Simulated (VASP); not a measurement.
**Ru: single point with PBE**

The system is Ru.

```
CELL_PARAMETERS angstrom
2.73259 0.00000 0.00000
-1.36630 2.36649 0.00000
0.00000 0.00000 4.32430
ATOMIC_POSITIONS crystal
Ru 0.33333 0.66667 0.25000
Ru 0.66667 0.33333 0.75000
```

This cell differs from its parent crystal: volume scaled by 1.03.

```json
{
  "Program": "VASP 6.6.1",
  "Task": "single point",
  "Functional": "PBE",
  "Potentials or basis": "VASP PAW PBE potentials, release 64 (Ru_pv)",
  "Cutoff": "520 eV",
  "k mesh": "14 × 14 × 8",
  "Occupations": "fermi-dirac, width 0.03 eV",
  "Spin": "no spin polarisation"
}
```

| Item | Value |
| --- | --- |
| Pressure | -4.8 GPa |
| Band gap on the k mesh | zero (band 14 reaches 13.85 eV, above the bottom of band 15 at 10.87 eV) |

Stress tensor (GPa, compression positive):
```
-4.07  0.00  0.00
 0.00 -4.07  0.00
 0.00  0.00 -6.13
```

Levels at points of the mesh, in eV from the Fermi level:
| k point | band 12 | band 13 | band 14 | band 15 | band 16 | band 17 |
| --- | --- | --- | --- | --- | --- | --- |
| (0.00, 0.00, 0.00) | -1.81 | -1.81 | -1.32 | -1.32 | 1.14 | 1.14 |
| (0.50, 0.00, 0.00) | -1.73 | -1.45 | 1.37 | 1.77 | 1.83 | 3.92 |
| (0.00, 0.00, 0.50) | -2.62 | -2.60 | -2.60 | 0.53 | 0.53 | 0.53 |
| (0.50, 0.00, 0.50) | -1.00 | 0.44 | 0.44 | 1.61 | 1.61 | 3.30 |

It took 33 s on 1 thread of AMD EPYC 9R45 96-Core Processor (Zen 5), with other jobs on the host, peak memory 0.14 GiB.
